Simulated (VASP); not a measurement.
# Cu3O2 (I4/mmm) in VASP: settings compared

The runs below take Cu3O2 through relaxation of cell and atoms, single point, with PBE, r2SCAN.

Program: VASP 6.6.1. These are calculated values, not measurements. Logs are shortened: lines on timing, memory, paths and dates and some standing lists are left out, and cuts for length are marked.

**1. The cell of the first run**

Symmetry: I4/mmm, No. 139, tetragonal system. The conventional cell has a = 4.046 Å, b = 4.046 Å, c = 7.347 Å, α = 90.00°, β = 90.00°, γ = 90.00°. Within 2.8 Å of Cu (site symmetry 4/mmm) lie 4 O at 2.02 Å and 8 Cu at 2.73 Å. Within 2.4 Å of Cu (site symmetry -4m2) lie 2 O at 1.84 Å. O (site symmetry mmm) has 4 Cu at 1.84 to 2.02 Å within 2.4 Å.

**2. Relaxation of cell and atoms, PBE**

Contents of INCAR:

```
SYSTEM = Cu3O2
PREC = Accurate
ENCUT = 600
EDIFF = 1E-7
ISMEAR = -1
SIGMA = 0.05
LREAL = .False.
LASPH = .True.
NELM = 80
ALGO = Normal
ISIF = 3
LWAVE = .False.
LCHARG = .False.
GGA = PE
IBRION = 2
NSW = 60
EDIFFG = -0.01
```

Contents of KPOINTS:

```
Automatic mesh
0
Gamma
  9 9 9
  0 0 0
```

Contents of POSCAR:

```
Cu3O2
1.0
   -2.0229820000      2.0229820000      3.6736170000
    2.0229820000     -2.0229820000      3.6736170000
    2.0229820000      2.0229820000     -3.6736170000
Cu O
3 2
Direct
    0.0000000000      0.0000000000      0.0000000000
    0.7500000000      0.2500000000      0.5000000000
    0.2500000000      0.7500000000      0.5000000000
    0.5000000000      0.0000000000      0.5000000000
    0.0000000000      0.5000000000      0.5000000000
```

Potentials or basis: VASP PAW PBE potentials, release 64 (Cu, O).

Started as:

```bash
$ cat potpaw_PBE.64/Cu/POTCAR potpaw_PBE.64/O/POTCAR > POTCAR
$ mpirun -np 1 vasp_std > vasp.out
```

OUTCAR:

```text
SYSTEM = Cu3O2
   PREC = Accurate
   ENCUT = 600
   EDIFF = 1E-7
   ISMEAR = -1
   LREAL = .False.
   LASPH = .True.
   NELM = 80
   ISIF = 3
   GGA = PE
   IBRION = 2
   NSW = 60
   EDIFFG = -0.01

 ion  position               nearest neighbor table
   1  0.000  0.000  0.000-   4 2.02   5 2.02   5 2.02   4 2.02   2 2.73   3 2.73   2 2.73   3 2.73
                             2 2.73   2 2.73   3 2.73   3 2.73
   2  0.750  0.250  0.500-   4 1.84   5 1.84   1 2.73   1 2.73   1 2.73   1 2.73
   3  0.250  0.750  0.500-   4 1.84   5 1.84   1 2.73   1 2.73   1 2.73   1 2.73
   4  0.500  0.000  0.500-   2 1.84   3 1.84   1 2.02   1 2.02
   5  0.000  0.500  0.500-   2 1.84   3 1.84   1 2.02   1 2.02

  LATTYP: Found a body centered tetragonal cell.
 ALAT       =     4.0459640000
 C/A-ratio  =     1.8159415160

  Lattice vectors:

 A1 = (  -2.0229820000,   2.0229820000,   3.6736170000)
 A2 = (   2.0229820000,  -2.0229820000,   3.6736170000)
 A3 = (   2.0229820000,   2.0229820000,  -3.6736170000)

Analysis of symmetry for initial positions (statically):
=====================================================================
 Subroutine PRICEL returns:
 Original cell was already a primitive cell.

 Routine SETGRP: Setting up the symmetry group for a
 body centered tetragonal supercell.

 Subroutine GETGRP returns: Found 16 space group operations
 (whereof 16 operations were pure point group operations)
 out of a pool of 16 trial point group operations.

The static configuration has the point symmetry D_4h.

Analysis of symmetry for dynamics (positions and initial velocities):
=====================================================================
 Subroutine PRICEL returns:
 Original cell was already a primitive cell.

 Routine SETGRP: Setting up the symmetry group for a
 body centered tetragonal supercell.

 Subroutine GETGRP returns: Found 16 space group operations
 (whereof 16 operations were pure point group operations)
 out of a pool of 16 trial point group operations.

The dynamic configuration has the point symmetry D_4h.

 Subroutine INISYM returns: Found 16 space group operations
 (whereof 16 operations are pure point group operations),
 and found     1 'primitive' translations

----------------------------------------------------------------------------------------

                                     Primitive cell

  volume of cell :      60.1365

  direct lattice vectors                    reciprocal lattice vectors
    -2.022982000  2.022982000  3.673617000     0.000000000  0.247159886  0.136105642
     2.022982000 -2.022982000  3.673617000     0.247159886  0.000000000  0.136105642
     2.022982000  2.022982000 -3.673617000     0.247159886  0.247159886  0.000000000

  length of vectors
     4.656218875  4.656218875  4.656218875     0.282157323  0.282157323  0.349536863

  position of ions in fractional coordinates (direct lattice)
     0.000000000  0.000000000  0.000000000
     0.750000000  0.250000000  0.500000000
     0.250000000  0.750000000  0.500000000
     0.500000000  0.000000000  0.500000000
     0.000000000  0.500000000  0.500000000

  ion indices of the primitive-cell ions
   primitive index   ion index
                 1           1
                 2           2
                 3           3
                 4           4
                 5           5

----------------------------------------------------------------------------------------

 KPOINTS: Automatic mesh

Automatic generation of k-mesh.
 Grid dimensions read from file:
 generate k-points for:    9    9    9

 Generating k-lattice:

  Cartesian coordinates                     Fractional coordinates (reciprocal lattice)
     0.000000000  0.027462210  0.015122849     0.111111111 -0.000000000  0.000000000
     0.027462210  0.000000000  0.015122849    -0.000000000  0.111111111  0.000000000
     0.027462210  0.027462210  0.000000000     0.000000000  0.000000000  0.111111111

  Length of vectors
     0.031350814  0.031350814  0.038837429

  Shift w.r.t. Gamma in fractional coordinates (k-lattice)
     0.000000000  0.000000000  0.000000000

 Subroutine IBZKPT returns following result:
 ===========================================

 Found     75 irreducible k-points:

 Following reciprocal coordinates:
            Coordinates               Weight
  0.000000  0.000000  0.000000      1.000000
  0.111111  0.000000 -0.000000      8.000000
  0.222222  0.000000 -0.000000      8.000000
  0.333333  0.000000  0.000000      8.000000
  0.444444  0.000000 -0.000000      8.000000
  0.111111  0.111111 -0.000000      8.000000
[... 16 lines left out ...]
 -0.333333  0.333333  0.000000      4.000000
  0.444444  0.444444 -0.000000      8.000000
 [... further k-points ...]
   k-points           NKPTS =     75   k-points in BZ     NKDIM =     75   number of bands    NBANDS=     27
   number of dos      NEDOS =    301   number of ions     NIONS =      5
   total plane-waves  NPLWV =  64000
   dimension x,y,z NGX =    40 NGY =   40 NGZ =   40
   dimension x,y,z NGXF=    80 NGYF=   80 NGZF=   80
   ions per type =               3   2
   NGX,Y,Z   is equivalent  to a cutoff of  14.28, 14.28, 14.28 a.u.
   NGXF,Y,Z  is equivalent  to a cutoff of  28.56, 28.56, 28.56 a.u.
 SYSTEM =  Cu3O2
   PREC   = accura    normal or accurate (medium, high low for compatibility)
   ISTART =      0    job   : 0-new  1-cont  2-samecut
   ICHARG =      2    charge: 1-file 2-atom 10-const
   ISPIN  =      1    spin polarized calculation?
   LNONCOLLINEAR =      F non collinear calculations
   LSORBIT =      F    spin-orbit coupling
   LASPH  =      T    aspherical Exc in radial PAW
   ENCUT  =  600.0 eV  44.10 Ry    6.64 a.u.   9.30  9.30  9.30*2*pi/ulx,y,z
   NELM   =     80;   NELMIN=  2; NELMDL= -5     # of ELM steps
   EDIFF  = 0.1E-06   stopping-criterion for ELM
   LREAL  =      F    real-space projection
   EDIFFG = -.1E-01   stopping-criterion for IOM
   NSW    =     60    number of steps for IOM
   IBRION =      2    ionic relax: 0-MD 1-quasi-New 2-CG
   NFREE  =      1    steps in history (QN), initial steepest desc. (CG)
   ISIF   =      3    stress and relaxation
   ISYM   =      2    0-nonsym 1-usesym 2-fastsym
   POTIM  = 0.5000    time-step for ionic-motion
   TEBEG  =    0.0;   TEEND  =   0.0 temperature during run
   PSTRESS=    0.0 pullay stress
   NELECT =      45.0000    total number of electrons
   NUPDOWN=      -1.0000    fix difference up-down
   EMIN   =  10.00;   EMAX   =-10.00  energy-range for DOS
   EFERMI =   0.00;   METHOD = LEGACY
   ISMEAR =    -1;   SIGMA  =   0.05  broadening in eV -4-tet -1-fermi 0-gaus
   EFERMI_NEDOS =   21; number of points for ismear=-14 and -15
   IALGO  =     38    algorithm
   IMIX   =      4    mixing-type and parameters
     AMIX     =   0.40;   BMIX     =  1.00
     AMIX_MAG =   1.60;   BMIX_MAG =  1.00
  volume/ion in A,a.u.               =      12.03        81.16
  Fermi-wavevector in a.u.,A,eV,Ry     =   1.486277  2.808656 30.055525  2.209019
  Thomas-Fermi vector in A             =   2.599583
   LORBIT       =      0    0 simple, 1 ext, 2 COOP (PROOUT), +10 PAW based schemes
   GGA     = PE    functional components
   LHFCALC =     F    Hartree Fock is set to
   AEXX    =    0.0000 exact exchange contribution
   IVDW    =     0    specifies the selected vdW correction
   LEPSILON=     F    determine dielectric tensor
   LRPA    =     F    only Hartree local field effects (RPA)
 conjugate gradient relaxation of ions
 non-spin polarized calculation
  energy-cutoff  :      600.00
  volume of cell :       60.14
 maximum number of plane-waves:      2024
 NGX is ok and might be reduce to    40
   NGX = 19   NGY = 19   NGZ = 19

--------------------------------------- Ionic step        1  -------------------------------------------

 number of electron      45.0000020 magnetization

 Free energy of the ion-electron system (eV)
  ---------------------------------------------------
  ext. energy  EPLUGINS =         0.00000000
  ---------------------------------------------------
  free energy    TOTEN  =       -22.71204922 eV

  energy without entropy =      -22.69554808  energy(sigma->0) =      -22.70379865

------------------------ aborting loop because EDIFF is reached ----------------------------------------

  FORCE on cell =-STRESS in cart. coord.  units (eV):
  Direction    XX          YY          ZZ          XY          YZ          ZX
  --------------------------------------------------------------------------------------
  -------------------------------------------------------------------------------------
  Total        0.4477289      0.4477289      0.6793105      0.0000000      0.0000000      0.0000000
  in kB       11.9285553     11.9285553     18.0984355      0.0000000      0.0000000      0.0000000
  external PRESSURE =      13.9851820 kB  Pullay stress =       0.0000000 kB
[... 141 lines left out ...]
  energy  without entropy=      -22.6982701869  energy(sigma->0) =      -22.70666820

--------------------------------------- Ionic step        5  -------------------------------------------

 number of electron      45.0000022 magnetization

 Free energy of the ion-electron system (eV)
  ---------------------------------------------------
  ext. energy  EPLUGINS =         0.00000000
  ---------------------------------------------------
  free energy    TOTEN  =       -22.71516659 eV

  energy without entropy =      -22.69820383  energy(sigma->0) =      -22.70668521

 E-fermi :   4.2163     XC(G=0): -11.0957

 val. band max:        4.2016174387   @ k =  -0.2222   0.1111   0.0000
 cond. band min:       4.2243275018   @ k =  -0.3333  -0.3333   0.1111
 fundamental gap:      0.0227100632
 Fermi energy:         4.2162516169

 k-point     1 :       0.0000    0.0000    0.0000
  band No.  band energies     occupation
      1     -14.8172      2.00000
      2     -13.6330      2.00000
      3      -2.2550      2.00000
      4      -1.2263      2.00000
      5      -1.2263      2.00000
      6      -0.6731      2.00000
[... 709 lines left out ...]
     26       7.9616      0.00000
     27      11.5791      0.00000

 [... further k-points ...]
[... 5 lines left out ...]
  --------------------------------------------------------------------------------------
  -------------------------------------------------------------------------------------
  Total       -0.0051410     -0.0051410      0.0183930      0.0000000     -0.0000000      0.0000000
  in kB       -0.1351763     -0.1351763      0.4836200      0.0000000     -0.0000000      0.0000000
  external PRESSURE =       0.0710891 kB  Pullay stress =       0.0000000 kB
[... 20 lines left out ...]
  FREE ENERGIE OF THE ION-ELECTRON SYSTEM (eV)
  ---------------------------------------------------
  free  energy   TOTEN  =       -22.7151665894 eV

  energy  without entropy=      -22.6982038252  energy(sigma->0) =      -22.70668521

 reached required accuracy - stopping structural energy minimisation
```

Run time: 23 min. Hardware: 1 thread of AMD EPYC 7R43 (Zen 3), shared host; peak memory 0.28 GiB.

Results:

```
Free energy                           : -22.7152 eV
Relaxed volume                        : 12.19 Å³/atom
Relaxed cell                          : a = 4.672 Å, b = 4.672 Å, c = 4.672 Å, α = 128.37°, β = 128.37°, γ = 76.03°
Space group after relaxing (to 0.1 Å) : I4/mmm (No. 139)
Energy gained by relaxing             : 0.6 meV/atom
Ionic steps                           : 5
Pressure after relaxing               : 0.0 GPa
Band gap on the k mesh                : zero (an odd number of electrons rules out a gap without spin polarisation)
```

Step by step:
| step | energy change (eV) | largest force (eV/Å) | pressure (GPa) | volume (Å³) |
| --- | --- | --- | --- | --- |
| 1 | 0.0000 | 0.0000 | 1.40 | 60.14 |
| 2 | -0.0014 | 0.0000 | -0.76 | 61.05 |
| 3 | -0.0025 | 0.0000 | 0.09 | 60.69 |
| 4 | -0.0030 | 0.0000 | 0.05 | 60.83 |
| 5 | -0.0031 | 0.0000 | 0.01 | 60.93 |

Final structure:
```
CELL_PARAMETERS angstrom
-2.03446 2.03446 3.68045
2.03446 -2.03446 3.68045
2.03446 2.03446 -3.68045
ATOMIC_POSITIONS crystal
Cu 0.00000 0.00000 0.00000
Cu 0.75000 0.25000 0.50000
Cu 0.25000 0.75000 0.50000
O 0.50000 0.00000 0.50000
O 0.00000 0.50000 0.50000
```

Caveat: an odd number of electrons without spin polarisation forces a metal; a magnetic or distorted state may lie lower. With open d or f shells a metallic result of PBE can be an artefact of self-interaction; +U or a hybrid may open a gap.

(Part 1 of 2 ends here.)
